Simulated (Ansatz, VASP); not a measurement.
## Two plane-wave programs on C

INCAR

```
SYSTEM = C
PREC = Accurate ; ENCUT = 520
EDIFF = 1E-7 ; ISMEAR = -1
SIGMA = 0.05 ; LREAL = .FALSE.
LASPH = .TRUE. ; NELM = 100
ALGO = Normal ; ISIF = 2
LWAVE = .FALSE. ; LCHARG = .FALSE.
NBANDS = 16
```

File KPOINTS:

```
Automatic mesh
0
G
  12 12 4
  0 0 0
```

POSCAR

```
C
1.0
    1.2442083491     -2.1550526854      0.0000000000
    1.2442083491      2.1550526854      0.0000000000
    0.0000000000      0.0000000000      7.2676636872
C
4
Direct
    0.9166205400      0.0833794600      0.7531376000
    0.4166205400      0.5833794600      0.2468624000
    0.0833794600      0.9166205400      0.2468624000
    0.5833794600      0.4166205400      0.7531376000
```

The input input.yaml:

```yaml
crystal:
  lattice:
    - [1.2442083491, -2.1550526854, 0.0]
    - [1.2442083491, 2.1550526854, 0.0]
    - [0.0, 0.0, 7.2676636872]
  atoms:
    - { symbol: C, position: [0.91662054, 0.08337946, 0.7531376] }
    - { symbol: C, position: [0.41662054, 0.58337946, 0.2468624] }
    - { symbol: C, position: [0.08337946, 0.91662054, 0.2468624] }
    - { symbol: C, position: [0.58337946, 0.41662054, 0.7531376] }
hamiltonian:
  xc: lda
  pseudopotentials: { kind: paw }
kpoints:
  mp_grid: { grid: [12, 12, 4] }
scf:
  occupations: { method: fermi_dirac, width: 0.05 }
output:
  forces: true
  stress: true
  eigenvalues: true
  write_density: true
  write_potential: true
  elf: true
  volumetric_format: npy
```

Alike in both runs: task single point; functional LDA; k mesh 12 × 12 × 4; occupations fermi-dirac, width 0.05 eV; no spin polarisation.

```csv
,VASP,Ansatz
version,VASP 6.6.1,Ansatz 0.2.0
potentials or method,"VASP PAW LDA potentials, release 64 (C)",Ansatz PAW
plane-wave cutoff (eV),520,420
valence electrons in the cell,16,16
```

VASP gave:

```
gap on the k mesh at the Fermi level (eV)                     : 0.02
least direct gap on the mesh (eV)                             : 0.02
pressure (GPa)                                                : -12.6
traceless stress, the component that is largest in VASP (GPa) : 11.29
rms of the force components (eV/Å)                            : 0.013
```

Problem. Which values does Ansatz return?

Solution. gap on the k mesh at the Fermi level (eV): 0.02; least direct gap on the mesh (eV): 0.02; pressure (GPa): -13.3; traceless stress, the component that is largest in VASP (GPa): 12.12; rms of the force components (eV/Å): 0.013.

LDA's correlation is that of Perdew and Zunger in VASP and of Perdew and Wang (1992) in Ansatz. Atom by atom the forces differ by 0.000 eV/Å (rms over components).
